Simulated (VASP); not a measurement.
Here is a VASP 6.6.1 calculation.

Contents of INCAR:

```
SYSTEM = Ba
PREC = Accurate ; ENCUT = 600
EDIFF = 1E-7 ; ISMEAR = -1
SIGMA = 0.05 ; LREAL = .FALSE.
LASPH = .TRUE. ; NELM = 100
ALGO = Normal ; ISIF = 3
LWAVE = .FALSE. ; LCHARG = .FALSE.
IBRION = 2 ; NSW = 60
EDIFFG = -0.005 ; PSTRESS = 150.0
```

The input KPOINTS:

```
regular mesh
0
G
  8 8 5
  0 0 0
```

Contents of POSCAR:

```
Ba
1.0
    4.4295574067      0.0000000000      0.0000000000
   -2.2147787034      3.8361092417      0.0000000000
    0.0000000000      0.0000000000      6.2899715176
Ba
4
Direct
    0.0000000000      0.0000000000      0.0000000000
    0.0000000000      0.0000000000      0.5000000000
    0.3333333333      0.6666666667      0.2500000000
    0.6666666667      0.3333333333      0.7500000000
```

Potentials or basis: VASP PAW LDA potentials, release 64 (Ba_sv).

Run with:

```console
$ cat potpaw_LDA.64/Ba_sv/POTCAR > POTCAR
$ mpirun -np 1 vasp_std > vasp.out
```

Problem. What does it give for the space group after relaxing (to 0.1 Å)?

Solution. P6_3/mmc (No. 194).

Problem. Predict the relaxed cell.

Solution. a = 4.258 Å, b = 4.258 Å, c = 7.601 Å, α = 90.00°, β = 90.00°, γ = 120.00°.

Step by step:
| step | energy change (eV) | largest force (eV/Å) | pressure (GPa) | volume (Å³) |
| --- | --- | --- | --- | --- |
| 1 | 0.0000 | 0.0000 | 27.42 | 106.88 |
| 2 | -3.3980 | 0.0000 | 6.49 | 141.91 |
| 3 | -2.1762 | 0.0000 | 13.44 | 123.31 |
| 4 | -2.2734 | 0.0000 | 13.80 | 121.98 |
| 5 | -1.8163 | 0.0000 | 17.41 | 115.94 |
| 6 | -2.0213 | 0.0000 | 16.14 | 117.67 |
| 7 | -2.1648 | 0.0000 | 15.14 | 119.10 |
| 8 | -2.1259 | 0.0000 | 15.41 | 118.68 |
| 9 | -2.1372 | 0.0000 | 15.33 | 118.80 |
| 10 | -2.2526 | 0.0000 | 14.59 | 120.03 |
| 11 | -2.1910 | 0.0000 | 14.98 | 119.37 |
| 12 | -2.1904 | 0.0000 | 14.99 | 119.36 |

Caveat: the cell is relaxed towards a set pressure, so the run minimises the enthalpy, not the energy; the highest band is partly filled, so the run has too few bands; a cell axis changed by over 15 % at a fixed basis, so the end point is rough.
